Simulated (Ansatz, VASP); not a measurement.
Two plane-wave programs on H

```
H
1.0
     6.39313    0.00000    0.00000
     0.00000    5.20857    0.00000
     0.00000    0.00000   24.45938
H
2
Cartesian
  1.6073 4.0596 16.1084
  1.6144 3.3899 16.4826
```

Alike in both runs: task single point; functional PBE; dispersion D3(BJ); k mesh 3 × 3 × 1; occupations gaussian, width 0.05 eV; no spin polarisation.

```csv
,VASP,Ansatz
version,VASP 6.6.1,Ansatz 0.2.0
potentials or method,"VASP PAW PBE potentials, release 64 (H), cutoff 520 eV","scalar-relativistic, plane waves, PAW"
valence electrons in the cell,2,2
```

```tsv
	VASP	Ansatz	Ansatz less VASP
gap on the k mesh at the Fermi level (eV)	9.96	9.95	-0.005
rms of the force components (eV/Å)	0.322	0.318	-0.0047
```

Atom by atom the forces differ by 0.005 eV/Å (rms over components).
